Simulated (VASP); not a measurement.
**BP: single point with r2SCAN**

The system is BP.

```
B P
1.0
     0.00000    1.98151    2.97227
     1.98151    0.00000    2.97227
     1.98151    1.98151    0.00000
B P
1 1
Direct
  0.00000 0.00000 0.00000
  0.75000 0.75000 0.75000
```

This cell differs from its parent crystal: ratio of the length along z to the lengths across it x 1.5, volume and fractional coordinates fixed.

* Program: VASP 6.6.1
* Task: single point
* Functional: r2SCAN
* Potentials or basis: VASP PAW PBE potentials, release 64 (B, P)
* Cutoff: 520 eV
* k mesh: 12 × 12 × 12
* Occupations: gaussian, width 0.05 eV
* Spin: no spin polarisation

```
Pressure               : -4.2 GPa
Band gap on the k mesh : zero (band 4 reaches 9.83 eV, above the bottom of band 5 at 7.36 eV)
```

Stress tensor (GPa, compression positive):
```
 23.68   0.00   0.00
  0.00  23.68   0.00
  0.00   0.00 -59.92
```

Levels at points of the mesh, in eV from the Fermi level:
```csv
k point,band 1,band 2,band 3,band 4,band 5,band 6,band 7,band 8,band 9
"(0.00, 0.00, 0.00)",-17.29,-4.87,1.09,1.40,1.40,3.08,3.08,4.63,10.14
"(0.50, 0.00, 0.00)",-13.41,-10.26,-5.48,-1.53,1.00,6.44,7.96,8.68,12.08
"(0.50, 0.50, 0.00)",-14.62,-12.03,-1.57,-1.57,3.89,5.54,10.27,10.88,10.88
"(0.50, 0.00, 0.50)",-10.22,-8.58,-6.38,-5.40,-0.42,-0.23,5.89,8.73,9.24
```

Wall time 5.6 min on 1 thread of AMD EPYC 7R43 64-Core Processor (Zen 3), on a shared host, peak memory 0.14 GiB.

Caveat: the PAW data sets were made with another functional, which shifts forces and pressure a little.
